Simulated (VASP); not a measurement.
# TaTe (F-43m) in VASP: further runs

The runs below take TaTe through single point, with PBE.

Program: VASP 6.6.1. These are calculated values, not measurements. Logs are shortened: lines on timing, memory, paths and dates and some standing lists are left out, and cuts for length are marked.

## Step 1: The cell of the first run

It takes space group F-43m (No. 216, cubic). Conventional cell: a = 6.320 Å, b = 6.320 Å, c = 6.320 Å, α = 90.00°, β = 90.00°, γ = 90.00°. Ta (site symmetry -43m) has 4 Te at 2.74 Å within 3.6 Å. Within 3.6 Å of Te (site symmetry -43m) lie 4 Ta at 2.74 Å.

## Step 2: Single point, PBE

INCAR

```
PREC     = Accurate       # precision mode
ENCUT    = 520            # plane-wave cutoff, eV
EDIFF    = 1E-7           # SCF threshold, eV
ISMEAR   = 0              # smearing method
SIGMA    = 0.05           # smearing width, eV
LREAL    = False          # projectors in reciprocal space
LASPH    = True           # aspherical terms in the spheres
NELM     = 60             # most SCF steps
ALGO     = Normal         # electronic algorithm
ISIF     = 2              # what is computed and relaxed
LWAVE    = False          # write WAVECAR
LCHARG   = True           # write CHGCAR
GGA      = PE             # functional
LELF     = True           # ELF
LVHAR    = True         
NBANDS   = 16             # bands
```

KPOINTS

```
Automatic mesh
0
Gamma
  10 10 10
```

POSCAR

```
TaTe
1.0
    0.0000000000      3.1599278669      3.1599278669
    3.1599278669      0.0000000000      3.1599278669
    3.1599278669      3.1599278669      0.0000000000
Ta Te
1 1
Direct
    0.0000000000      0.0000000000      0.0000000000
    0.2500000000      0.2500000000      0.2500000000
```

Potentials or basis: VASP PAW PBE potentials, release 64 (Ta_pv, Te).

On the command line:

```console
> cat potpaw_PBE.64/Ta_pv/POTCAR potpaw_PBE.64/Te/POTCAR > POTCAR
> mpirun -np 1 vasp_std > vasp.out
```

OUTCAR:

```text
PREC = Accurate
   ENCUT = 520
   EDIFF = 1E-7
   ISMEAR = 0
   LREAL = False
   LASPH = True
   NELM = 60
   ISIF = 2
   GGA = PE

 ion  position               nearest neighbor table
   1  0.000  0.000  0.000-   2 2.74   2 2.74   2 2.74   2 2.74
   2  0.250  0.250  0.250-   1 2.74   1 2.74   1 2.74   1 2.74

  LATTYP: Found a face centered cubic cell.
 ALAT       =     6.3198557338

  Lattice vectors:

 A1 = (   0.0000000000,   3.1599278669,   3.1599278669)
 A2 = (   3.1599278669,   0.0000000000,   3.1599278669)
 A3 = (   3.1599278669,   3.1599278669,   0.0000000000)

Analysis of symmetry for initial positions (statically):
=====================================================================
 Subroutine PRICEL returns:
 Original cell was already a primitive cell.

 Routine SETGRP: Setting up the symmetry group for a
 face centered cubic supercell.

 Subroutine GETGRP returns: Found 24 space group operations
 (whereof 24 operations were pure point group operations)
 out of a pool of 48 trial point group operations.

The static configuration has the point symmetry T_d .

Analysis of symmetry for dynamics (positions and initial velocities):
=====================================================================
 Subroutine PRICEL returns:
 Original cell was already a primitive cell.

 Routine SETGRP: Setting up the symmetry group for a
 face centered cubic supercell.

 Subroutine GETGRP returns: Found 24 space group operations
 (whereof 24 operations were pure point group operations)
 out of a pool of 48 trial point group operations.

The dynamic configuration has the point symmetry T_d .

 Subroutine INISYM returns: Found 24 space group operations
 (whereof 24 operations are pure point group operations),
 and found     1 'primitive' translations

----------------------------------------------------------------------------------------

                                     Primitive cell

  volume of cell :      63.1047

  direct lattice vectors                    reciprocal lattice vectors
     0.000000000  3.159927867  3.159927867    -0.158231460  0.158231460  0.158231460
     3.159927867  0.000000000  3.159927867     0.158231460 -0.158231460  0.158231460
     3.159927867  3.159927867  0.000000000     0.158231460  0.158231460 -0.158231460

  length of vectors
     4.468812845  4.468812845  4.468812845     0.274064928  0.274064928  0.274064928

  position of ions in fractional coordinates (direct lattice)
     0.000000000  0.000000000  0.000000000
     0.250000000  0.250000000  0.250000000

  ion indices of the primitive-cell ions
   primitive index   ion index
                 1           1
                 2           2

----------------------------------------------------------------------------------------

 KPOINTS: Automatic mesh

Automatic generation of k-mesh.
 Grid dimensions read from file:
 generate k-points for:   10   10   10

 Generating k-lattice:

  Cartesian coordinates                     Fractional coordinates (reciprocal lattice)
    -0.015823146  0.015823146  0.015823146     0.100000000  0.000000000  0.000000000
     0.015823146 -0.015823146  0.015823146     0.000000000  0.100000000  0.000000000
     0.015823146  0.015823146 -0.015823146     0.000000000  0.000000000  0.100000000

  Length of vectors
     0.027406493  0.027406493  0.027406493

  Shift w.r.t. Gamma in fractional coordinates (k-lattice)
     0.000000000  0.000000000  0.000000000

 Subroutine IBZKPT returns following result:
 ===========================================

 Found     47 irreducible k-points:

 Following reciprocal coordinates:
            Coordinates               Weight
  0.000000  0.000000  0.000000      1.000000
  0.100000  0.000000  0.000000      8.000000
  0.200000  0.000000  0.000000      8.000000
  0.300000  0.000000  0.000000      8.000000
  0.400000  0.000000  0.000000      8.000000
  0.500000  0.000000  0.000000      4.000000
[... 16 lines left out ...]
  0.300000  0.300000  0.000000      6.000000
  0.400000  0.300000  0.000000     24.000000
 [... further k-points ...]
   k-points           NKPTS =     47   k-points in BZ     NKDIM =     47   number of bands    NBANDS=     16
   number of dos      NEDOS =    301   number of ions     NIONS =      2
   total plane-waves  NPLWV =  46656
   dimension x,y,z NGX =    36 NGY =   36 NGZ =   36
   dimension x,y,z NGXF=    72 NGYF=   72 NGZF=   72
   ions per type =               1   1
   NGX,Y,Z   is equivalent  to a cutoff of  13.39, 13.39, 13.39 a.u.
   NGXF,Y,Z  is equivalent  to a cutoff of  26.78, 26.78, 26.78 a.u.
 SYSTEM =  unknown system
   PREC   = accura    normal or accurate (medium, high low for compatibility)
   ISTART =      0    job   : 0-new  1-cont  2-samecut
   ICHARG =      2    charge: 1-file 2-atom 10-const
   ISPIN  =      1    spin polarized calculation?
   LNONCOLLINEAR =      F non collinear calculations
   LSORBIT =      F    spin-orbit coupling
   LASPH  =      T    aspherical Exc in radial PAW
   ENCUT  =  520.0 eV  38.22 Ry    6.18 a.u.   8.31  8.31  8.31*2*pi/ulx,y,z
   NELM   =     60;   NELMIN=  2; NELMDL= -5     # of ELM steps
   EDIFF  = 0.1E-06   stopping-criterion for ELM
   LREAL  =      F    real-space projection
   EDIFFG = 0.1E-05   stopping-criterion for IOM
   NSW    =      0    number of steps for IOM
   IBRION =     -1    ionic relax: 0-MD 1-quasi-New 2-CG
   NFREE  =      0    steps in history (QN), initial steepest desc. (CG)
   ISIF   =      2    stress and relaxation
   ISYM   =      2    0-nonsym 1-usesym 2-fastsym
   POTIM  = 0.5000    time-step for ionic-motion
   TEBEG  =    0.0;   TEEND  =   0.0 temperature during run
   PSTRESS=    0.0 pullay stress
   NELECT =      17.0000    total number of electrons
   NUPDOWN=      -1.0000    fix difference up-down
   EMIN   =  10.00;   EMAX   =-10.00  energy-range for DOS
   EFERMI =   0.00;   METHOD = LEGACY
   ISMEAR =     0;   SIGMA  =   0.05  broadening in eV -4-tet -1-fermi 0-gaus
   EFERMI_NEDOS =   21; number of points for ismear=-14 and -15
   IALGO  =     38    algorithm
   IMIX   =      4    mixing-type and parameters
     AMIX     =   0.40;   BMIX     =  1.00
     AMIX_MAG =   1.60;   BMIX_MAG =  1.00
  volume/ion in A,a.u.               =      31.55       212.93
  Fermi-wavevector in a.u.,A,eV,Ry     =   1.057314  1.998034 15.210127  1.117913
  Thomas-Fermi vector in A             =   2.192582
   LORBIT       =      0    0 simple, 1 ext, 2 COOP (PROOUT), +10 PAW based schemes
   GGA     = PE    functional components
   LHFCALC =     F    Hartree Fock is set to
   AEXX    =    0.0000 exact exchange contribution
   IVDW    =     0    specifies the selected vdW correction
   LEPSILON=     F    determine dielectric tensor
   LRPA    =     F    only Hartree local field effects (RPA)
 non-spin polarized calculation
 Gauss-broadening in eV      SIGMA  =   0.05
  energy-cutoff  :      520.00
  volume of cell :       63.10
 maximum number of plane-waves:      1724
 NGX is ok and might be reduce to    36
   NGX = 17   NGY = 17   NGZ = 17

 number of electron      17.0000001 magnetization

 Free energy of the ion-electron system (eV)
  ---------------------------------------------------
  ext. energy  EPLUGINS =         0.00000000
  ---------------------------------------------------
  free energy    TOTEN  =       -12.89191699 eV

  energy without entropy =      -12.88580771  energy(sigma->0) =      -12.88886235

 E-fermi :   4.7317     XC(G=0):  -9.3900

 val. band max:        4.7257613176   @ k =  -0.1000   0.1000   0.0000
 cond. band min:       4.7383544466   @ k =  -0.4000   0.2000   0.0000
 fundamental gap:      0.0125931290
 Fermi energy:         4.7317453823

 k-point     1 :       0.0000    0.0000    0.0000
  band No.  band energies     occupation
      1     -30.3604      2.00000
      2     -30.3604      2.00000
      3     -30.3604      2.00000
      4      -8.0476      2.00000
      5       0.7847      2.00000
      6       0.7847      2.00000
[... 8 lines left out ...]
     15      10.1378      0.00000
     16      10.1378      0.00000

 k-point     2 :       0.1000    0.0000    0.0000
  band No.  band energies     occupation
      1     -30.3623      2.00000
      2     -30.3607      2.00000
      3     -30.3607      2.00000
      4      -7.9877      2.00000
      5       0.5921      2.00000
      6       0.8138      2.00000
[... 8 lines left out ...]
     15      10.2783      0.00000
     16      10.2783      0.00000

 k-point     3 :       0.2000    0.0000    0.0000
  band No.  band energies     occupation
      1     -30.3670      2.00000
      2     -30.3615      2.00000
      3     -30.3615      2.00000
      4      -7.8252      2.00000
      5       0.1726      2.00000
      6       0.8860      2.00000
[... 8 lines left out ...]
     15      10.7288      0.00000
     16      10.7288      0.00000

 k-point     4 :       0.3000    0.0000    0.0000
  band No.  band energies     occupation
      1     -30.3729      2.00000
      2     -30.3624      2.00000
      3     -30.3624      2.00000
      4      -7.6116      2.00000
      5      -0.2433      2.00000
      6       0.9651      2.00000
[... 8 lines left out ...]
     15      11.3274      0.00000
     16      11.3274      0.00000
[... 324 lines left out ...]
 k-point    22 :      -0.2000    0.2000    0.0000
  band No.  band energies     occupation
      1     -30.3726      2.00000
      2     -30.3653      2.00000
      3     -30.3624      2.00000
      4      -7.5373      2.00000
      5      -0.1984      2.00000
      6       0.7533      2.00000
[... 8 lines left out ...]
     15      11.2418      0.00000
     16      11.3099      0.00000

 k-point    23 :       0.3000    0.3000    0.0000
  band No.  band energies     occupation
      1     -30.3733      2.00000
      2     -30.3649      2.00000
      3     -30.3649      2.00000
      4      -7.4609      2.00000
      5      -0.4754      2.00000
      6       1.1181      2.00000
[... 8 lines left out ...]
     15      12.4974      0.00000
     16      12.4974      0.00000

 k-point    24 :       0.4000    0.3000    0.0000
  band No.  band energies     occupation
      1     -30.3761      2.00000
      2     -30.3661      2.00000
      3     -30.3657      2.00000
      4      -7.3123      2.00000
      5      -0.6231      2.00000
      6       1.1011      2.00000
[... 8 lines left out ...]
     15      12.3235      0.00000
     16      12.9000      0.00000

 [... further k-points ...]

------------------------ aborting loop because EDIFF is reached ----------------------------------------

  FORCE on cell =-STRESS in cart. coord.  units (eV):
  Direction    XX          YY          ZZ          XY          YZ          ZX
  --------------------------------------------------------------------------------------
  -------------------------------------------------------------------------------------
  Total       -0.8288059     -0.8288059     -0.8288059      0.0000000      0.0000000      0.0000000
  in kB      -21.0427221    -21.0427221    -21.0427221      0.0000000      0.0000000      0.0000000
  external PRESSURE =     -21.0427221 kB  Pullay stress =       0.0000000 kB

 VOLUME and BASIS-vectors are now :
 -----------------------------------------------------------------------------
  energy-cutoff  :      520.00
  volume of cell :       63.10
      direct lattice vectors                 reciprocal lattice vectors
     0.000000000  3.159927867  3.159927867    -0.158231460  0.158231460  0.158231460
     3.159927867  0.000000000  3.159927867     0.158231460 -0.158231460  0.158231460
     3.159927867  3.159927867  0.000000000     0.158231460  0.158231460 -0.158231460

 POSITION                                       TOTAL-FORCE (eV/Angst)
 -----------------------------------------------------------------------------------
      0.00000      0.00000      0.00000         0.000000      0.000000      0.000000
      1.57996      1.57996      1.57996        -0.000000     -0.000000     -0.000000
 -----------------------------------------------------------------------------------
    total drift:                                0.000000      0.000000      0.000000

  FREE ENERGIE OF THE ION-ELECTRON SYSTEM (eV)
  ---------------------------------------------------
  free  energy   TOTEN  =       -12.8919169932 eV

  energy  without entropy=      -12.8858077076  energy(sigma->0) =      -12.88886235
```

Run time: 31 s. Hardware: 1 thread of AMD EPYC 9R45 (Zen 5), shared host; peak memory 0.2 GiB.

What came out:

| Property | Result |
| --- | --- |
| Free energy | -12.8919 eV |
| Pressure | -2.1 GPa |
| Band gap on the k mesh | zero (an odd number of electrons rules out a gap without spin polarisation) |

Caveat: spin-orbit coupling is left out, which moves the levels of the heavy elements.

## Step 3: Single point, PBE, collinear spin (29.82 Å³/atom)

This run uses another cell than the first one, of 29.82 Å³/atom.

INCAR

```
SYSTEM = TaTe
ALGO     = Normal         ! electronic algorithm
EDIFF    = 1E-6           ! SCF threshold, eV
ENCUT    = 520            ! plane-wave cutoff, eV
GGA      = PE             ! functional
ISIF     = 2              ! what is computed and relaxed
ISMEAR   = 0              ! smearing method
ISPIN    = 2              ! spin polarisation
LASPH    = .True.         ! aspherical terms in the spheres
LCHARG   = .True.         ! write CHGCAR
LELF     = .True.         ! ELF
LMAXMIX  = 4              ! l up to which the mixer works
LORBIT   = 11             ! projections on sites
LREAL    = .False.        ! projectors in reciprocal space
LVHAR    = .True.       
LWAVE    = .False.        ! write WAVECAR
MAGMOM   = 1.28 0         ! initial moments
NBANDS   = 20             ! bands
NELM     = 150            ! most SCF steps
PREC     = Accurate       ! precision mode
SIGMA    = 0.05           ! smearing width, eV
```

KPOINTS

```
k-points
0
Gamma
  10 10 10
  0 0 0
```

POSCAR

```
TaTe
1.0
    0.0000000000      3.1009000764      3.1009000764
    3.1009000764      0.0000000000      3.1009000764
    3.1009000764      3.1009000764      0.0000000000
Ta Te
1 1
Direct
    0.0000000000      0.0000000000      0.0000000000
    0.2500000000      0.2500000000      0.2500000000
```

Potentials or basis: VASP PAW PBE potentials, release 64 (Ta_pv, Te).

On the command line:

```console
> cat potpaw_PBE.64/Ta_pv/POTCAR potpaw_PBE.64/Te/POTCAR > POTCAR
> mpirun -np 1 vasp_std > vasp.out
```

OUTCAR:

```text
SYSTEM = TaTe
   EDIFF = 1E-6
   ENCUT = 520
   GGA = PE
   ISIF = 2
   ISMEAR = 0
   ISPIN = 2
   LASPH = .True.
   LORBIT = 11
   LREAL = .False.
   NELM = 150
   PREC = Accurate

 ion  position               nearest neighbor table
   1  0.000  0.000  0.000-   2 2.69   2 2.69   2 2.69   2 2.69
   2  0.250  0.250  0.250-   1 2.69   1 2.69   1 2.69   1 2.69

  LATTYP: Found a face centered cubic cell.
 ALAT       =     6.2018001528

  Lattice vectors:

 A1 = (   0.0000000000,   3.1009000764,   3.1009000764)
 A2 = (   3.1009000764,   0.0000000000,   3.1009000764)
 A3 = (   3.1009000764,   3.1009000764,   0.0000000000)

Analysis of symmetry for initial positions (statically):
=====================================================================
 Subroutine PRICEL returns:
 Original cell was already a primitive cell.

 Routine SETGRP: Setting up the symmetry group for a
 face centered cubic supercell.

 Subroutine GETGRP returns: Found 24 space group operations
[... 749 lines left out ...]
      3     -29.1572      1.00000
      4      -7.6943      1.00000
      5       1.3531      1.00000
      6       1.3531      1.00000
[... 541 lines left out ...]
     19      17.9143      0.00000
     20      18.9252      0.00000

 [... further k-points ...]

------------------------ aborting loop because EDIFF is reached ----------------------------------------

  FORCE on cell =-STRESS in cart. coord.  units (eV):
  Direction    XX          YY          ZZ          XY          YZ          ZX
  --------------------------------------------------------------------------------------
  -------------------------------------------------------------------------------------
  Total        1.5616134      1.5616134      1.5616134      0.0000000      0.0000000     -0.0000000
  in kB       41.9556820     41.9556820     41.9556820      0.0000000      0.0000000     -0.0000000
  external PRESSURE =      41.9556820 kB  Pullay stress =       0.0000000 kB

 VOLUME and BASIS-vectors are now :
 -----------------------------------------------------------------------------
  energy-cutoff  :      520.00
  volume of cell :       59.63
      direct lattice vectors                 reciprocal lattice vectors
     0.000000000  3.100900076  3.100900076    -0.161243506  0.161243506  0.161243506
     3.100900076  0.000000000  3.100900076     0.161243506 -0.161243506  0.161243506
     3.100900076  3.100900076  0.000000000     0.161243506  0.161243506 -0.161243506

 POSITION                                       TOTAL-FORCE (eV/Angst)
 -----------------------------------------------------------------------------------
      0.00000      0.00000      0.00000         0.000000     -0.000000      0.000000
      1.55045      1.55045      1.55045        -0.000000      0.000000     -0.000000
 -----------------------------------------------------------------------------------
    total drift:                                0.000000      0.000000      0.000000

  FREE ENERGIE OF THE ION-ELECTRON SYSTEM (eV)
  ---------------------------------------------------
  free  energy   TOTEN  =       -13.0038872976 eV

  energy  without entropy=      -13.0000833496  energy(sigma->0) =      -13.00198532

 total charge

# of ion       s       p       d       tot
------------------------------------------
    1        0.291   6.074   2.477   8.842
    2        1.326   2.126   0.108   3.561
--------------------------------------------------
tot          1.617   8.200   2.585  12.403

 magnetization (x)

# of ion       s       p       d       tot
------------------------------------------
    1        0.046   0.012   1.230   1.288
    2       -0.012  -0.063   0.056  -0.019
--------------------------------------------------
tot          0.034  -0.051   1.286   1.269
```

Wall time 82 s (1 thread of AMD EPYC 9R45 (Zen 5), shared host); peak memory 0.26 GiB.

What came out:

| Item | Value |
| --- | --- |
| Free energy | -13.0039 eV |
| Pressure | 4.2 GPa |
| Net moment | 1.87 μB per cell |
| Site moments | Ta +1.29; Te -0.02 μB |
| Valence electrons inside the program's atomic spheres | Ta 8.84; Te 3.56 |

Levels at points of the mesh, in eV from the Fermi level:
Spin up:
```csv
k point,band 5,band 6,band 7,band 8,band 9,band 10,band 11,band 12,band 13,band 14
"(0.00, 0.00, 0.00)",-4.19,-4.19,-4.19,-0.52,-0.52,0.83,4.40,4.40,4.40,5.45
"(0.50, 0.00, 0.00)",-5.66,-3.93,-3.93,-0.26,-0.22,-0.22,2.06,2.06,2.77,7.43
"(0.50, 0.50, 0.00)",-6.02,-3.46,-3.46,-1.39,-0.81,0.10,0.76,0.76,5.59,5.82
```
Spin down:
```tsv
k point	band 6	band 7	band 8	band 9	band 10	band 11
(0.00, 0.00, 0.00)	-3.82	-3.82	0.85	0.85	1.29	4.85
(0.50, 0.00, 0.00)	-3.53	-3.53	0.53	1.08	1.08	2.65
(0.50, 0.50, 0.00)	-3.20	-3.20	-0.82	0.38	1.54	1.54
```

Caveat: the cell stands under pressure; spin-orbit coupling is left out, which moves the levels of the heavy elements.

[end of part 1 of 2]
